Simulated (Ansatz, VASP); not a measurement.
## One calculation of H8CO6, two programs

```
CELL_PARAMETERS angstrom
5.70827 0.00000 0.00000
0.00000 5.70827 0.00000
0.00000 0.00000 5.70827
ATOMIC_POSITIONS crystal
O 0.38811 0.12503 0.24990
O 0.10418 0.80256 0.50266
O 0.67971 0.54911 0.34049
O 0.59115 0.84392 0.88150
O 0.15155 0.55124 0.01670
O 0.96727 0.21125 0.88011
H 0.44099 0.02668 0.12046
H 0.28330 0.02232 0.34014
H 0.05892 0.85245 0.65878
H 0.97108 0.71021 0.44300
H 0.59008 0.40146 0.33395
H 0.63450 0.63192 0.19710
H 0.53227 0.78456 0.73147
H 0.70664 0.96186 0.83982
C 0.06117 0.38001 0.95095
```

Alike in both runs: functional PBE; k mesh 1 × 1 × 1; occupations fermi-dirac, width 0.05 eV; no spin polarisation.

Ansatz relaxed the structure, and its values are those at the end. VASP's run is a single point on that final structure, the one shown.

|  | VASP | Ansatz |
| --- | --- | --- |
| version | VASP 6.6.1 | Ansatz 0.2.0 |
| potentials or method | VASP PAW PBE potentials, release 64 (O_h, H_h, C_h), cutoff 1000 eV | scalar-relativistic, plane waves, PAW |
| valence electrons in the cell | 48 | 48 |

Ansatz gave:

* rms of the force components (eV/Å): 0.092

Problem. Which values does VASP return?

Solution. rms of the force components (eV/Å): 0.091.
